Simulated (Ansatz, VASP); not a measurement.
## La2O3: VASP beside Ansatz

```xyz
5
Lattice="3.9044 0.0000 0.0000 -1.9522 3.3813 0.0000 0.0000 0.0000 6.0709" Properties=species:S:1:pos:R:3 pbc="T T T"
La    1.9522    1.1271    4.5761
La    0.0000    2.2542    1.4949
O     1.9522    1.1271    2.1498
O     0.0000    2.2542    3.9212
O     0.0000    0.0000    0.0000
```

Alike in both runs: task single point; functional LDA; k mesh 6 × 6 × 4; no spin polarisation.

|  | VASP | Ansatz |
| --- | --- | --- |
| version | VASP 6.6.1 | Ansatz 0.2.0 |
| potentials or method | VASP PAW LDA potentials, release 64 (La, O), cutoff 520 eV | plane waves, PAW |
| occupations | gaussian, width 0.01 eV | fixed |
| valence electrons in the cell | 40 | 40 |

VASP gave:

```
pressure (GPa)                                                : -3.7
traceless stress, the component that is largest in VASP (GPa) : -0.07
```

**Question.** Which values does Ansatz return?

**Answer.** Pressure (GPa): -3.7; traceless stress, the component that is largest in VASP (GPa): -0.06.

LDA's correlation is that of Perdew and Zunger in VASP and of Perdew and Wang (1992) in Ansatz.

Neither program's run includes spin-orbit coupling.
